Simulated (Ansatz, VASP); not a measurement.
# InSb: VASP beside Ansatz

```
In Sb
1.0
     0.00000    3.23910    3.23910
     3.23910    0.00000    3.23910
     3.23910    3.23910    0.00000
In Sb
1 1
Cartesian
  0.0000 0.0000 0.0000
  4.8586 4.8586 4.8586
```

Alike in both runs: task electric field gradients; functional LDA; k mesh 12 × 12 × 12; occupations fermi-dirac, width 0.05 eV; no spin polarisation.

|  | VASP | Ansatz |
| --- | --- | --- |
| version | VASP 6.6.1 | Ansatz 0.2.0 |
| potentials or method | VASP PAW LDA potentials, release 64 (In_d, Sb) | plane-wave PAW, scalar-relativistic |
| plane-wave cutoff (eV) | 520 | 420 |
| valence electrons in the cell | 18 | 28 |

VASP gave:

| Quantity | Value |
| --- | --- |
| pressure (GPa) | -0.5 |

Estimate Ansatz's values.

pressure (GPa): -0.6.

LDA's correlation is that of Perdew and Zunger in VASP and of Perdew and Wang (1992) in Ansatz. VASP's potentials hold 18 valence electrons a cell and Ansatz's 28, so a difference there can come from the potentials and not from the codes.

Neither program's run includes spin-orbit coupling.
